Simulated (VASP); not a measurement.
# PtSe2 in VASP: notebook

Runs on PtSe2. Level: PBEsol. Tasks: single point.

Program: VASP 6.6.1. These are calculated values, not measurements. Logs are shortened: lines on timing, memory, paths and dates and some standing lists are left out, and cuts for length are marked.

## 1. The cell of the first run

The cell holds a slab with vacuum, 12 atoms: a = 3.761 Å, b = 4.863 Å, c = 26.942 Å, α = 90.00°, β = 90.00°, γ = 90.00°.

## 2. Single point, PBEsol

File INCAR:

```
SYSTEM = PtSe2
PREC = Accurate
ENCUT = 520
EDIFF = 1E-7
ISMEAR = 1
SIGMA = 0.2
LREAL = .False.
LASPH = .True.
NELM = 100
ALGO = Fast
ISIF = 2
LWAVE = .False.
LCHARG = .True.
LDIPOL = .True.
IDIPOL = 3
DIPOL = 0.5 0.5 0.500
GGA = PS
LELF = .True.
LVHAR = .True.
LVACPOTAV = .True.
NBANDS = 56
```

File KPOINTS:

```
Automatic mesh
0
Gamma
  9 7 1
  0 0 0
```

File POSCAR:

```
PtSe2
1.0
    3.7607248976      0.0000000000      0.0000000000
    0.0000000000      4.8633103208      0.0000000000
    0.0000000000      0.0000000000     26.9419054258
Se Pt
8 4
Direct
    0.0000000000      0.2606754617      0.2783767474
    0.0000000000      0.7393245383      0.3589670210
    0.5000000000      0.2606754617      0.3992621579
    0.5000000000      0.7393245383      0.4798524316
    0.0000000000      0.2606754617      0.5201475684
    0.0000000000      0.7393245383      0.6007378421
    0.5000000000      0.2606754617      0.6410329790
    0.5000000000      0.7393245383      0.7216232526
    0.5000000000      0.0000000000      0.3186718842
    0.0000000000      0.0000000000      0.4395572947
    0.5000000000      0.0000000000      0.5604427053
    0.0000000000      0.0000000000      0.6813281158
```

Potentials or basis: VASP PAW PBE potentials, release 64 (Se, Pt).

On the command line:

```console
> cat potpaw_PBE.64/Se/POTCAR potpaw_PBE.64/Pt/POTCAR > POTCAR
> mpirun -np 1 vasp_std > vasp.out
```

OUTCAR:

```text
SYSTEM = PtSe2
   PREC = Accurate
   ENCUT = 520
   EDIFF = 1E-7
   ISMEAR = 1
   LREAL = .False.
   LASPH = .True.
   NELM = 100
   ISIF = 2
   GGA = PS

 ion  position               nearest neighbor table
   1  0.000  0.261  0.278-   9 2.51   9 2.51
   2  0.000  0.739  0.359-   9 2.51   9 2.51  10 2.51
   3  0.500  0.261  0.399-  10 2.51  10 2.51   9 2.51
   4  0.500  0.739  0.480-  11 2.51  10 2.51  10 2.51
   5  0.000  0.261  0.520-  10 2.51  11 2.51  11 2.51
   6  0.000  0.739  0.601-  11 2.51  11 2.51  12 2.51
   7  0.500  0.261  0.641-  12 2.51  12 2.51  11 2.51
   8  0.500  0.739  0.722-  12 2.51  12 2.51
   9  0.500  0.000  0.319-   1 2.51   2 2.51   1 2.51   2 2.51   3 2.51
  10  0.000  0.000  0.440-   3 2.51   3 2.51   5 2.51   2 2.51   4 2.51   4 2.51
  11  0.500  0.000  0.560-   6 2.51   6 2.51   4 2.51   7 2.51   5 2.51   5 2.51
  12  0.000  0.000  0.681-   7 2.51   8 2.51   7 2.51   8 2.51   6 2.51

  LATTYP: Found a simple orthorhombic cell.
 ALAT       =     3.7607248976
 B/A-ratio  =     1.2931842805
 C/A-ratio  =     7.1640192142

  Lattice vectors:

 A1 = (   3.7607248976,   0.0000000000,   0.0000000000)
 A2 = (   0.0000000000,   4.8633103208,   0.0000000000)
 A3 = (   0.0000000000,   0.0000000000,  26.9419054258)

Analysis of symmetry for initial positions (statically):
=====================================================================
 Subroutine PRICEL returns:
 Original cell was already a primitive cell.

 Routine SETGRP: Setting up the symmetry group for a
 simple orthorhombic supercell.

 Subroutine GETGRP returns: Found  4 space group operations
 (whereof  2 operations were pure point group operations)
 out of a pool of  8 trial point group operations.

The static configuration has the point symmetry C_1h.
 The point group associated with its full space group is C_2h.

Analysis of symmetry for dynamics (positions and initial velocities):
=====================================================================
 Subroutine PRICEL returns:
 Original cell was already a primitive cell.

 Routine SETGRP: Setting up the symmetry group for a
 simple orthorhombic supercell.

 Subroutine GETGRP returns: Found  4 space group operations
 (whereof  2 operations were pure point group operations)
 out of a pool of  8 trial point group operations.

The dynamic configuration has the point symmetry C_1h.
 The point group associated with its full space group is C_2h.

 Subroutine INISYM returns: Found  4 space group operations
 (whereof  2 operations are pure point group operations),
 and found     1 'primitive' translations

----------------------------------------------------------------------------------------

                                     Primitive cell

  volume of cell :     492.7559

  direct lattice vectors                    reciprocal lattice vectors
     3.760724898  0.000000000  0.000000000     0.265906182  0.000000000  0.000000000
     0.000000000  4.863310321  0.000000000     0.000000000  0.205621261  0.000000000
     0.000000000  0.000000000 26.941905426     0.000000000  0.000000000  0.037116900

  length of vectors
     3.760724898  4.863310321 26.941905426     0.265906182  0.205621261  0.037116900

  position of ions in fractional coordinates (direct lattice)
     0.000000000  0.260675462  0.278376747
     0.000000000  0.739324538  0.358967021
     0.500000000  0.260675462  0.399262158
     0.500000000  0.739324538  0.479852432
     0.000000000  0.260675462  0.520147568
     0.000000000  0.739324538  0.600737842
     0.500000000  0.260675462  0.641032979
     0.500000000  0.739324538  0.721623253
     0.500000000  0.000000000  0.318671884
     0.000000000  0.000000000  0.439557295
     0.500000000  0.000000000  0.560442705
     0.000000000  0.000000000  0.681328116

  ion indices of the primitive-cell ions
   primitive index   ion index
                 1           1
                 2           2
                 3           3
                 4           4
                 5           5
                 6           6
                 7           7
                 8           8
                 9           9
                10          10
                11          11
                12          12

----------------------------------------------------------------------------------------

 KPOINTS: Automatic mesh

Automatic generation of k-mesh.
 Grid dimensions read from file:
 generate k-points for:    9    7    1

 Generating k-lattice:

  Cartesian coordinates                     Fractional coordinates (reciprocal lattice)
     0.029545131  0.000000000  0.000000000     0.111111111  0.000000000  0.000000000
     0.000000000  0.029374466  0.000000000     0.000000000  0.142857143  0.000000000
     0.000000000  0.000000000  0.037116900     0.000000000  0.000000000  1.000000000

  Length of vectors
     0.029545131  0.029374466  0.037116900

  Shift w.r.t. Gamma in fractional coordinates (k-lattice)
     0.000000000  0.000000000  0.000000000

 Subroutine IBZKPT returns following result:
 ===========================================

 Found     20 irreducible k-points:

 Following reciprocal coordinates:
            Coordinates               Weight
  0.000000  0.000000  0.000000      1.000000
  0.111111  0.000000  0.000000      2.000000
  0.222222  0.000000  0.000000      2.000000
  0.333333  0.000000  0.000000      2.000000
  0.444444  0.000000  0.000000      2.000000
  0.000000  0.142857  0.000000      2.000000
[... 12 lines left out ...]
  0.333333  0.428571  0.000000      4.000000
  0.444444  0.428571  0.000000      4.000000
   k-points           NKPTS =     20   k-points in BZ     NKDIM =     20   number of bands    NBANDS=     56
   number of dos      NEDOS =    301   number of ions     NIONS =     12
   total plane-waves  NPLWV = 201600
   dimension x,y,z NGX =    28 NGY =   36 NGZ =  200
   dimension x,y,z NGXF=    56 NGYF=   72 NGZF=  400
   ions per type =               8   4
   NGX,Y,Z   is equivalent  to a cutoff of  12.38, 12.31, 12.34 a.u.
   NGXF,Y,Z  is equivalent  to a cutoff of  24.76, 24.61, 24.68 a.u.
 SYSTEM =  PtSe2
   PREC   = accura    normal or accurate (medium, high low for compatibility)
   ISTART =      0    job   : 0-new  1-cont  2-samecut
   ICHARG =      2    charge: 1-file 2-atom 10-const
   ISPIN  =      1    spin polarized calculation?
   LNONCOLLINEAR =      F non collinear calculations
   LSORBIT =      F    spin-orbit coupling
   LASPH  =      T    aspherical Exc in radial PAW
   ENCUT  =  520.0 eV  38.22 Ry    6.18 a.u.   6.99  9.04 50.09*2*pi/ulx,y,z
   NELM   =    100;   NELMIN=  2; NELMDL= -5     # of ELM steps
   EDIFF  = 0.1E-06   stopping-criterion for ELM
   LREAL  =      F    real-space projection
   EDIFFG = 0.1E-05   stopping-criterion for IOM
   NSW    =      0    number of steps for IOM
   IBRION =     -1    ionic relax: 0-MD 1-quasi-New 2-CG
   NFREE  =      0    steps in history (QN), initial steepest desc. (CG)
   ISIF   =      2    stress and relaxation
   ISYM   =      2    0-nonsym 1-usesym 2-fastsym
   POTIM  = 0.5000    time-step for ionic-motion
   TEBEG  =    0.0;   TEEND  =   0.0 temperature during run
   PSTRESS=    0.0 pullay stress
   NELECT =      88.0000    total number of electrons
   NUPDOWN=      -1.0000    fix difference up-down
   EMIN   =  10.00;   EMAX   =-10.00  energy-range for DOS
   EFERMI =   0.00;   METHOD = LEGACY
   ISMEAR =     1;   SIGMA  =   0.20  broadening in eV -4-tet -1-fermi 0-gaus
   EFERMI_NEDOS =   21; number of points for ismear=-14 and -15
   IALGO  =     68    algorithm
   IMIX   =      4    mixing-type and parameters
     AMIX     =   0.40;   BMIX     =  1.00
     AMIX_MAG =   1.60;   BMIX_MAG =  1.00
  volume/ion in A,a.u.               =      41.06       277.11
  Fermi-wavevector in a.u.,A,eV,Ry     =   0.921917  1.742170 11.564010  0.849931
  Thomas-Fermi vector in A             =   2.047386
   LORBIT       =      0    0 simple, 1 ext, 2 COOP (PROOUT), +10 PAW based schemes
   GGA     = PS    functional components
   LHFCALC =     F    Hartree Fock is set to
   AEXX    =    0.0000 exact exchange contribution
   IVDW    =     0    specifies the selected vdW correction
   LEPSILON=     F    determine dielectric tensor
   LRPA    =     F    only Hartree local field effects (RPA)
 non-spin polarized calculation
 RMM-DIIS sequential band-by-band and
 Methfessel and Paxton  Order N= 1 SIGMA  =   0.20
  energy-cutoff  :      520.00
  volume of cell :      492.76
 maximum number of plane-waves:     13345
 NGX is ok and might be reduce to    28
   NGX = 13   NGY = 19   NGZ =101

 dipolmoment           0.000000      0.000000      0.000000 electrons x Angstroem

 number of electron      87.9999991 magnetization

 dipolmoment           0.000000      0.000000     -0.000000 electrons x Angstroem

 Free energy of the ion-electron system (eV)
  ---------------------------------------------------
  ext. energy  EPLUGINS =         0.00000000
  ---------------------------------------------------
  free energy    TOTEN  =       -61.23600774 eV

  energy without entropy =      -61.25733402  energy(sigma->0) =      -61.24311650

 E-fermi :   0.0925     XC(G=0):  -5.9148

 val. band max:        0.0779241752   @ k =   0.3333   0.0000   0.0000
 cond. band min:       0.1518412719   @ k =   0.3333   0.2857   0.0000
 fundamental gap:      0.0739170967
 Fermi energy:         0.0925272983

 k-point     1 :       0.0000    0.0000    0.0000
  band No.  band energies     occupation
      1     -15.2520      2.00000
      2     -14.7471      2.00000
      3     -14.0406      2.00000
      4     -13.2799      2.00000
      5     -12.9193      2.00000
      6     -12.5440      2.00000
[... 1169 lines left out ...]
     55       5.1655      0.00000
     56       5.3564      0.00000

------------------------ aborting loop because EDIFF is reached ----------------------------------------

  FORCE on cell =-STRESS in cart. coord.  units (eV):
  Direction    XX          YY          ZZ          XY          YZ          ZX
  --------------------------------------------------------------------------------------
  -------------------------------------------------------------------------------------
  Total       -7.2980578     -4.0235071     -3.7644015      0.0000000      1.8105919      0.0000000
  in kB      -23.7293599    -13.0822818    -12.2398096      0.0000000      5.8870713      0.0000000
  external PRESSURE =     -16.3504837 kB  Pullay stress =       0.0000000 kB

 VOLUME and BASIS-vectors are now :
 -----------------------------------------------------------------------------
  energy-cutoff  :      520.00
  volume of cell :      492.76
      direct lattice vectors                 reciprocal lattice vectors
     3.760724898  0.000000000  0.000000000     0.265906182  0.000000000  0.000000000
     0.000000000  4.863310321  0.000000000     0.000000000  0.205621261  0.000000000
     0.000000000  0.000000000 26.941905426     0.000000000  0.000000000  0.037116900

 POSITION                                       TOTAL-FORCE (eV/Angst)
 -----------------------------------------------------------------------------------
      0.00000      1.26775      7.50000         0.000000     -0.765509      0.714099
      0.00000      3.59556      9.67126         0.000000     -0.061598     -0.699455
      1.88036      1.26775     10.75688         0.000000     -0.214975     -0.004249
      1.88036      3.59556     12.92814         0.000000     -0.229071     -0.590002
      0.00000      1.26775     14.01377         0.000000      0.229071      0.590002
      0.00000      3.59556     16.18502         0.000000      0.214975      0.004249
      1.88036      1.26775     17.27065         0.000000      0.061598      0.699455
      1.88036      3.59556     19.44191         0.000000      0.765509     -0.714099
      1.88036      0.00000      8.58563         0.000000      0.856460      0.156057
      0.00000      0.00000     11.84251         0.000000      0.260323     -0.112641
      1.88036      0.00000     15.09939         0.000000     -0.260323      0.112641
      0.00000      0.00000     18.35628         0.000000     -0.856460     -0.156057
 -----------------------------------------------------------------------------------
    total drift:                                0.000000     -0.000000     -0.000000

  FREE ENERGIE OF THE ION-ELECTRON SYSTEM (eV)
  ---------------------------------------------------
  free  energy   TOTEN  =       -61.2360077375 eV

  energy  without entropy=      -61.2573340216  energy(sigma->0) =      -61.24311650

 vacuum level on the upper side and lower side of the slab         5.662         5.662
```

It took 30 min on 1 thread of Oxide Virtual Turin-like, shared host; peak memory 0.7 GiB.

Results:

```yaml
Free_energy: -61.2360 eV
Largest_force: 1.047 eV/Å
Band_gap_on_the_k_mesh: zero (bands 44 and 45 overlap by 0.15 eV)
```

Forces on the atoms (eV/Å):
```
Se   0.000 -0.766  0.714
Se   0.000 -0.062 -0.699
Se   0.000 -0.215 -0.004
Se   0.000 -0.229 -0.590
Se   0.000  0.229  0.590
Se   0.000  0.215  0.004
Se   0.000  0.062  0.699
Se   0.000  0.766 -0.714
Pt   0.000  0.856  0.156
Pt   0.000  0.260 -0.113
Pt   0.000 -0.260  0.113
Pt   0.000 -0.856 -0.156
```

Caveat: the PAW data sets were made with another functional, which shifts forces and pressure a little; spin-orbit coupling is left out, which moves the levels of the heavy elements.

## 3. Single point, PBEsol

File INCAR:

```
  ALGO = Fast
  DIPOL = 0.5 0.5 0.500
  EDIFF = 1E-6
  ENCUT = 520
  GGA = PS
  IDIPOL = 3
  ISIF = 2
  ISMEAR = 0
  LASPH = True
  LCHARG = False
  LDIPOL = True
  LREAL = False
  LWAVE = False
  NBANDS = 56
  NELM = 80
  PREC = Accurate
  SIGMA = 0.1
```

File KPOINTS:

```
k-points
0
Gamma
  9 7 1
```

File POSCAR:

```
PtSe2
1.0
    3.7607248976      0.0000000000      0.0000000000
    0.0000000000      4.8633103208      0.0000000000
    0.0000000000      0.0000000000     26.9419054258
Se Pt
8 4
Direct
    0.0000000000      0.3409184046      0.2843119267
    0.0000000000      0.7928052789      0.3509980828
    0.5000000000      0.3125993439      0.4036582588
    0.5000000000      0.7532754419      0.4719119256
    0.0000000000      0.2467258410      0.5280882284
    0.0000000000      0.6874013530      0.5963417299
    0.5000000000      0.2071950963      0.6490022508
    0.5000000000      0.6590793888      0.7156879059
    0.5000000000      0.0784873738      0.3188644814
    0.0000000000      0.0372082939      0.4384785021
    0.5000000000     -0.0372075144      0.5615212768
    0.0000000000     -0.0784883017      0.6811354308
```

Potentials or basis: VASP PAW PBE potentials, release 64 (Se, Pt).

On the command line:

```console
> cat potpaw_PBE.64/Se/POTCAR potpaw_PBE.64/Pt/POTCAR > POTCAR
> mpirun -np 1 vasp_std > vasp.out
```

Wall time 19 min (1 thread of Oxide Virtual Turin-like, shared host); peak memory 0.71 GiB.

The run converged. Its results:

- Free energy: -61.6529 eV
- Largest force: 0.021 eV/Å
- Band gap on the k mesh: zero (bands 44 and 45 overlap by 0.17 eV)

Forces in eV/Å, atoms in the order of the input:
```
Se   0.000  0.014 -0.013
Se   0.000 -0.008 -0.006
Se   0.000  0.012 -0.014
Se   0.000 -0.014 -0.001
Se   0.000  0.014  0.001
Se   0.000 -0.012  0.014
Se   0.000  0.008  0.006
Se   0.000 -0.014  0.013
Pt   0.000 -0.012  0.018
Pt   0.000 -0.007 -0.003
Pt   0.000  0.007  0.003
Pt   0.000  0.012 -0.018
```

Levels at points of the mesh, in eV from the Fermi level:
| k point | band 41 | band 42 | band 43 | band 44 | band 45 | band 46 | band 47 | band 48 |
| --- | --- | --- | --- | --- | --- | --- | --- | --- |
| (0.00, 0.00, 0.00) | -1.17 | -1.09 | -0.41 | -0.05 | 0.39 | 0.97 | 1.69 | 1.74 |

Caveat: the PAW data sets were made with another functional, which shifts forces and pressure a little; spin-orbit coupling is left out, which moves the levels of the heavy elements.

## 4. Single point, PBEsol

File INCAR:

```
PREC = Accurate ; ENCUT = 520
EDIFF = 1E-6 ; ISMEAR = -1
SIGMA = 0.025 ; LREAL = F
LASPH = T ; NELM = 100
ALGO = Fast ; ISIF = 2
LWAVE = F ; LCHARG = T
LDIPOL = T ; IDIPOL = 3
DIPOL = 0.5 0.5 0.500 ; GGA = PS
LELF = T ; LVHAR = T
LVACPOTAV = T ; NBANDS = 56
```

File KPOINTS:

```
Automatic mesh
0
Gamma
  9 7 1
```

File POSCAR:

```
PtSe2
1.0
    3.7607248976      0.0000000000      0.0000000000
    0.0000000000      4.8633103208      0.0000000000
    0.0000000000      0.0000000000     26.9419054258
Se Pt
8 4
Direct
    0.0000000000      0.2606754617      0.2783767474
    0.0000000000      0.7393245383      0.3589670210
    0.5000000000      0.2606754617      0.3992621579
    0.5000000000      0.7393245383      0.4798524316
    0.0000000000      0.2606754617      0.5201475684
    0.0000000000      0.7393245383      0.6007378421
    0.5000000000      0.2606754617      0.6410329790
    0.5000000000      0.7393245383      0.7216232526
    0.5000000000      0.0000000000      0.3186718842
    0.0000000000      0.0000000000      0.4395572947
    0.5000000000      0.0000000000      0.5604427053
    0.0000000000      0.0000000000      0.6813281158
```

On the command line:

```console
> cat potpaw_PBE.64/Se/POTCAR potpaw_PBE.64/Pt/POTCAR > POTCAR
> mpirun -np 1 vasp_std > vasp.out
```

Wall time 23 min (1 thread of Oxide Virtual Turin-like, shared host); peak memory 0.7 GiB.

It converged, with:

- Free energy: -61.2445 eV
- Largest force: 1.044 eV/Å
- Band gap on the k mesh: zero (bands 44 and 45 overlap by 0.14 eV)

Forces on the atoms (eV/Å):
```
Se   0.000 -0.759  0.716
Se   0.000 -0.063 -0.708
Se   0.000 -0.192  0.031
Se   0.000 -0.236 -0.589
Se   0.000  0.236  0.589
Se   0.000  0.192 -0.031
Se   0.000  0.063  0.708
Se   0.000  0.759 -0.716
Pt   0.000  0.831  0.137
Pt   0.000  0.247 -0.124
Pt   0.000 -0.247  0.124
Pt   0.000 -0.831 -0.137
```

Levels at points of the mesh, in eV from the Fermi level:
| k point | band 40 | band 41 | band 42 | band 43 | band 44 | band 45 | band 46 | band 47 | band 48 | band 49 |
| --- | --- | --- | --- | --- | --- | --- | --- | --- | --- | --- |
| (0.00, 0.00, 0.00) | -1.01 | -0.83 | -0.80 | -0.41 | 0.07 | 0.41 | 1.10 | 1.33 | 1.60 | 1.73 |

Caveat: the PAW data sets were made with another functional, which shifts forces and pressure a little; spin-orbit coupling is left out, which moves the levels of the heavy elements.

## 5. The runs side by side

```csv
cell,smearing,further INCAR settings,gap on the mesh (eV),largest force (eV/Å)
"as given, atomic positions A",methfessel-paxton 0.2 eV,ALGO = Fast; EDIFF = 1e-07; NBANDS = 56,none,1.05
"as given, atomic positions B",gaussian 0.1 eV,ALGO = Fast; EDIFF = 1e-06; NBANDS = 56,none,0.02
"as given, atomic positions A",fermi-dirac 0.025 eV,ALGO = Fast; EDIFF = 1e-06; NBANDS = 56,none,1.04
```

Alike in all rows: task single point; level PBEsol; potentials or basis VASP PAW PBE potentials, release 64 (Se, Pt); no spin polarisation; k mesh 9 × 7 × 1; cutoff (eV) 520.

Caveats: the PAW data sets were made with another functional, which shifts forces and pressure a little; spin-orbit coupling is left out, which moves the levels of the heavy elements.

Absolute energies hang on the potentials; compare differences alone.

The gap in the log of VASP goes by the Fermi energy; the results here count the filled bands.